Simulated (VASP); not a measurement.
# Mg2Sn (Fm-3m) in VASP: single point with r2SCAN

Aim: the single point of Mg2Sn with r2SCAN.

Everything below comes from runs of VASP 6.6.1. Logs are shortened: lines on timing, memory, paths and dates and some standing lists are left out, and cuts for length are marked.

**1. The cell of the first run**

The structure is cubic, space group Fm-3m (No. 225). Conventional cell: a = 6.769 Å, b = 6.769 Å, c = 6.769 Å, α = 90.00°, β = 90.00°, γ = 90.00°. Within 3.9 Å of Sn (site symmetry m-3m) lie 8 Mg at 2.93 Å. Within 3.9 Å of Mg (site symmetry -43m) lie 4 Sn at 2.93 Å and 6 Mg at 3.38 Å.

**2. Single point, r2SCAN**

POSCAR reads:

```
Mg2Sn
1.0
    0.0000000000      3.3845637800      3.3845637800
    3.3845637800      0.0000000000      3.3845637800
    3.3845637800      3.3845637800      0.0000000000
Sn Mg
1 2
Direct
    0.0000000000      0.0000000000      0.0000000000
    0.2500000000      0.2500000000      0.2500000000
    0.7500000000      0.7500000000      0.7500000000
```

INCAR.step1 reads:

```
SYSTEM = Mg2Sn
  ALGO = Normal
  EDIFF = 1E-5
  ENCUT = 660
  GGA = PE
  GGA_COMPAT = .False.
  ISMEAR = -1
  LASPH = .True.
  LCHARG = .False.
  LREAL = .False.
  LWAVE = .True.
  NBANDS = 16
  NELM = 120
  PREC = Accurate
  SIGMA = 0.0144
```

INCAR.step2 reads:

```
SYSTEM = Mg2Sn
  ALGO = Normal
  EDIFF = 1E-6
  ENCUT = 660
  GGA_COMPAT = .False.
  ISIF = 2
  ISMEAR = -1
  ISTART = 1
  LASPH = .True.
  LCHARG = .False.
  LMIXTAU = .True.
  LREAL = .False.
  LWAVE = .False.
  METAGGA = R2SCAN
  NBANDS = 16
  NELM = 120
  PREC = Accurate
  SIGMA = 0.0144
```

KPOINTS reads:

```
k-points
0
Gamma
  7 7 7
  0 0 0
```

Potentials or basis: VASP PAW PBE potentials, release 64 (Sn_d, Mg).

Command:

```
$ cat potpaw_PBE.64/Sn_d/POTCAR potpaw_PBE.64/Mg/POTCAR > POTCAR
$ cp INCAR.step1 INCAR
$ mpirun -np 1 vasp_std > vasp.out
$ cp INCAR.step2 INCAR
$ mpirun -np 1 vasp_std > vasp.out
```

OUTCAR:

```text
SYSTEM = Mg2Sn
   EDIFF = 1E-6
   ENCUT = 660
   ISIF = 2
   ISMEAR = -1
   ISTART = 1
   LASPH = .True.
   LREAL = .False.
   METAGGA = R2SCAN
   NELM = 120
   PREC = Accurate

 ion  position               nearest neighbor table
   1  0.000  0.000  0.000-   3 2.93   3 2.93   3 2.93   2 2.93   2 2.93   2 2.93   3 2.93   2 2.93

   2  0.250  0.250  0.250-   1 2.93   1 2.93   1 2.93   1 2.93   3 3.38   3 3.38   3 3.38   3 3.38
                             3 3.38   3 3.38
   3  0.750  0.750  0.750-   1 2.93   1 2.93   1 2.93   1 2.93   2 3.38   2 3.38   2 3.38   2 3.38
                             2 3.38   2 3.38

  LATTYP: Found a face centered cubic cell.
 ALAT       =     6.7691275600

  Lattice vectors:

 A1 = (   0.0000000000,   3.3845637800,   3.3845637800)
 A2 = (   3.3845637800,   0.0000000000,   3.3845637800)
 A3 = (   3.3845637800,   3.3845637800,   0.0000000000)

Analysis of symmetry for initial positions (statically):
=====================================================================
 Subroutine PRICEL returns:
 Original cell was already a primitive cell.

 Routine SETGRP: Setting up the symmetry group for a
 face centered cubic supercell.

 Subroutine GETGRP returns: Found 48 space group operations
 (whereof 48 operations were pure point group operations)
 out of a pool of 48 trial point group operations.

The static configuration has the point symmetry O_h .

Analysis of symmetry for dynamics (positions and initial velocities):
=====================================================================
 Subroutine PRICEL returns:
 Original cell was already a primitive cell.

 Routine SETGRP: Setting up the symmetry group for a
 face centered cubic supercell.

 Subroutine GETGRP returns: Found 48 space group operations
 (whereof 48 operations were pure point group operations)
 out of a pool of 48 trial point group operations.

The dynamic configuration has the point symmetry O_h .

 Subroutine INISYM returns: Found 48 space group operations
 (whereof 48 operations are pure point group operations),
 and found     1 'primitive' translations

----------------------------------------------------------------------------------------

                                     Primitive cell

  volume of cell :      77.5422

  direct lattice vectors                    reciprocal lattice vectors
     0.000000000  3.384563780  3.384563780    -0.147729525  0.147729525  0.147729525
     3.384563780  0.000000000  3.384563780     0.147729525 -0.147729525  0.147729525
     3.384563780  3.384563780  0.000000000     0.147729525  0.147729525 -0.147729525

  length of vectors
     4.786496000  4.786496000  4.786496000     0.255875043  0.255875043  0.255875043

  position of ions in fractional coordinates (direct lattice)
     0.000000000  0.000000000  0.000000000
     0.250000000  0.250000000  0.250000000
     0.750000000  0.750000000  0.750000000

  ion indices of the primitive-cell ions
   primitive index   ion index
                 1           1
                 2           2
                 3           3

----------------------------------------------------------------------------------------

 KPOINTS: k-points

Automatic generation of k-mesh.
 Grid dimensions read from file:
 generate k-points for:    7    7    7

 Generating k-lattice:

  Cartesian coordinates                     Fractional coordinates (reciprocal lattice)
    -0.021104218  0.021104218  0.021104218     0.142857143  0.000000000  0.000000000
     0.021104218 -0.021104218  0.021104218     0.000000000  0.142857143  0.000000000
     0.021104218  0.021104218 -0.021104218     0.000000000  0.000000000  0.142857143

  Length of vectors
     0.036553578  0.036553578  0.036553578

  Shift w.r.t. Gamma in fractional coordinates (k-lattice)
     0.000000000  0.000000000  0.000000000

 Subroutine IBZKPT returns following result:
 ===========================================

 Found     20 irreducible k-points:

 Following reciprocal coordinates:
            Coordinates               Weight
  0.000000  0.000000  0.000000      1.000000
  0.142857  0.000000  0.000000      8.000000
  0.285714  0.000000  0.000000      8.000000
  0.428571  0.000000  0.000000      8.000000
  0.142857  0.142857  0.000000      6.000000
  0.285714  0.142857  0.000000     24.000000
[... 12 lines left out ...]
 -0.428571  0.428571  0.142857     24.000000
 -0.285714  0.428571  0.142857     24.000000
   k-points           NKPTS =     20   k-points in BZ     NKDIM =     20   number of bands    NBANDS=     16
   number of dos      NEDOS =    301   number of ions     NIONS =      3
   total plane-waves  NPLWV =  64000
   dimension x,y,z NGX =    40 NGY =   40 NGZ =   40
   dimension x,y,z NGXF=    80 NGYF=   80 NGZF=   80
   ions per type =               1   2
   NGX,Y,Z   is equivalent  to a cutoff of  13.89, 13.89, 13.89 a.u.
   NGXF,Y,Z  is equivalent  to a cutoff of  27.79, 27.79, 27.79 a.u.
 SYSTEM =  Mg2Sn
   PREC   = accura    normal or accurate (medium, high low for compatibility)
   ISTART =      1    job   : 0-new  1-cont  2-samecut
   ICHARG =      0    charge: 1-file 2-atom 10-const
   ISPIN  =      1    spin polarized calculation?
   LNONCOLLINEAR =      F non collinear calculations
   LSORBIT =      F    spin-orbit coupling
   LASPH  =      T    aspherical Exc in radial PAW
   ENCUT  =  660.0 eV  48.51 Ry    6.96 a.u.  10.03 10.03 10.03*2*pi/ulx,y,z
   NELM   =    120;   NELMIN=  2; NELMDL=  0     # of ELM steps
   EDIFF  = 0.1E-05   stopping-criterion for ELM
   LREAL  =      F    real-space projection
   EDIFFG = 0.1E-04   stopping-criterion for IOM
   NSW    =      0    number of steps for IOM
   IBRION =     -1    ionic relax: 0-MD 1-quasi-New 2-CG
   NFREE  =      0    steps in history (QN), initial steepest desc. (CG)
   ISIF   =      2    stress and relaxation
   ISYM   =      2    0-nonsym 1-usesym 2-fastsym
   POTIM  = 0.5000    time-step for ionic-motion
   TEBEG  =    0.0;   TEEND  =   0.0 temperature during run
   PSTRESS=    0.0 pullay stress
   NELECT =      18.0000    total number of electrons
   NUPDOWN=      -1.0000    fix difference up-down
   EMIN   =  10.00;   EMAX   =-10.00  energy-range for DOS
   EFERMI =   0.00;   METHOD = LEGACY
   ISMEAR =    -1;   SIGMA  =   0.01  broadening in eV -4-tet -1-fermi 0-gaus
   EFERMI_NEDOS =   21; number of points for ismear=-14 and -15
   IALGO  =     38    algorithm
   IMIX   =      4    mixing-type and parameters
     AMIX     =   0.40;   BMIX     =  1.00
     AMIX_MAG =   1.60;   BMIX_MAG =  1.00
  volume/ion in A,a.u.               =      25.85       174.43
  Fermi-wavevector in a.u.,A,eV,Ry     =   1.006127  1.901305 13.773073  1.012292
  Thomas-Fermi vector in A             =   2.138850
   LORBIT       =      0    0 simple, 1 ext, 2 COOP (PROOUT), +10 PAW based schemes
   METAGGA = R2SCAN    functional components
   LHFCALC =     F    Hartree Fock is set to
   AEXX    =    0.0000 exact exchange contribution
   IVDW    =     0    specifies the selected vdW correction
   LEPSILON=     F    determine dielectric tensor
   LRPA    =     F    only Hartree local field effects (RPA)
 non-spin polarized calculation
  energy-cutoff  :      660.00
  volume of cell :       77.54
 maximum number of plane-waves:      3004
   NGX = 21   NGY = 21   NGZ = 21

 number of electron      18.0000003 magnetization

 Free energy of the ion-electron system (eV)
  ---------------------------------------------------
  ext. energy  EPLUGINS =         0.00000000
  ---------------------------------------------------
  free energy    TOTEN  =       -33.82186261 eV

  energy without entropy =      -33.82186048  energy(sigma->0) =      -33.82186155

 E-fermi :   4.2760     XC(G=0):  -9.2805

 val. band max:        4.1657209471   @ k =   0.0000   0.0000   0.0000
 cond. band min:       4.3963316611   @ k =   0.4286   0.4286   0.0000
 fundamental gap:      0.2306107139
 Fermi energy:         4.2760333897

 k-point     1 :       0.0000    0.0000    0.0000
  band No.  band energies     occupation
      1     -17.2850      2.00000
      2     -17.2850      2.00000
      3     -17.2850      2.00000
      4     -17.2381      2.00000
      5     -17.2381      2.00000
      6      -5.3056      2.00000
[... 8 lines left out ...]
     15       9.9236      0.00000
     16       9.9236      0.00000

 k-point     2 :       0.1429    0.0000    0.0000
  band No.  band energies     occupation
      1     -17.2848      2.00000
      2     -17.2842      2.00000
      3     -17.2842      2.00000
      4     -17.2380      2.00000
      5     -17.2380      2.00000
      6      -5.1322      2.00000
[... 8 lines left out ...]
     15       9.0307      0.00000
     16       9.7909      0.00000

 k-point     3 :       0.2857    0.0000    0.0000
  band No.  band energies     occupation
      1     -17.2844      2.00000
      2     -17.2826      2.00000
      3     -17.2826      2.00000
      4     -17.2377      2.00000
      5     -17.2377      2.00000
      6      -4.6522      2.00000
[... 8 lines left out ...]
     15       9.3457      0.00000
     16       9.8004      0.00000

 k-point     4 :       0.4286    0.0000    0.0000
  band No.  band energies     occupation
      1     -17.2840      2.00000
      2     -17.2813      2.00000
      3     -17.2813      2.00000
      4     -17.2374      2.00000
      5     -17.2374      2.00000
      6      -4.0873      2.00000
[... 8 lines left out ...]
     15      10.9720      0.00000
     16      11.7999      0.00000
[... 248 lines left out ...]
 k-point    18 :      -0.4286    0.2857    0.1429
  band No.  band energies     occupation
      1     -17.2838      2.00000
      2     -17.2816      2.00000
      3     -17.2789      2.00000
      4     -17.2385      2.00000
      5     -17.2364      2.00000
      6      -3.7565      2.00000
[... 8 lines left out ...]
     15      11.3757      0.00000
     16      11.9301      0.00000

 k-point    19 :      -0.4286    0.4286    0.1429
  band No.  band energies     occupation
      1     -17.2863      2.00000
      2     -17.2794      2.00000
      3     -17.2774      2.00000
      4     -17.2397      2.00000
      5     -17.2353      2.00000
      6      -3.5533      2.00000
[... 8 lines left out ...]
     15      12.1945      0.00000
     16      13.8122      0.00000

 k-point    20 :      -0.2857    0.4286    0.1429
  band No.  band energies     occupation
      1     -17.2839      2.00000
      2     -17.2815      2.00000
      3     -17.2774      2.00000
      4     -17.2390      2.00000
      5     -17.2360      2.00000
      6      -3.4602      2.00000
[... 8 lines left out ...]
     15      11.6037      0.00000
     16      13.7965      0.00000

------------------------ aborting loop because EDIFF is reached ----------------------------------------

  FORCE on cell =-STRESS in cart. coord.  units (eV):
  Direction    XX          YY          ZZ          XY          YZ          ZX
  --------------------------------------------------------------------------------------
  -------------------------------------------------------------------------------------
  Total       -0.1747811     -0.1747811     -0.1747811      0.0000000      0.0000000      0.0000000
  in kB       -3.6113276     -3.6113276     -3.6113276      0.0000000      0.0000000      0.0000000
  external PRESSURE =      -3.6113276 kB  Pullay stress =       0.0000000 kB

 VOLUME and BASIS-vectors are now :
 -----------------------------------------------------------------------------
  energy-cutoff  :      660.00
  volume of cell :       77.54
      direct lattice vectors                 reciprocal lattice vectors
     0.000000000  3.384563780  3.384563780    -0.147729525  0.147729525  0.147729525
     3.384563780  0.000000000  3.384563780     0.147729525 -0.147729525  0.147729525
     3.384563780  3.384563780  0.000000000     0.147729525  0.147729525 -0.147729525

 POSITION                                       TOTAL-FORCE (eV/Angst)
 -----------------------------------------------------------------------------------
      0.00000      0.00000      0.00000        -0.000000      0.000000     -0.000000
      1.69228      1.69228      1.69228         0.000000      0.000000      0.000000
      5.07685      5.07685      5.07685        -0.000000     -0.000000     -0.000000
 -----------------------------------------------------------------------------------
    total drift:                               -0.000000      0.000000     -0.000000

  FREE ENERGIE OF THE ION-ELECTRON SYSTEM (eV)
  ---------------------------------------------------
  free  energy   TOTEN  =       -33.8218626146 eV

  energy  without entropy=      -33.8218604782  energy(sigma->0) =      -33.82186155
```

It took 3.5 min on 1 thread of Intel Xeon 8259CL, shared host; peak memory 0.28 GiB.

Results:

| Property | Result |
| --- | --- |
| Free energy | -33.8219 eV |
| Pressure | -0.4 GPa |

Levels at points of the mesh, in eV from the Fermi level:
```csv
k point,band 7,band 8,band 9,band 10,band 11,band 12
"(0.00, 0.00, 0.00)",-0.11,-0.11,-0.11,1.87,2.28,2.28
```

Caveat: the PAW data sets were made with another functional, which shifts forces and pressure a little; spin-orbit coupling is left out, which moves the levels of the heavy elements.
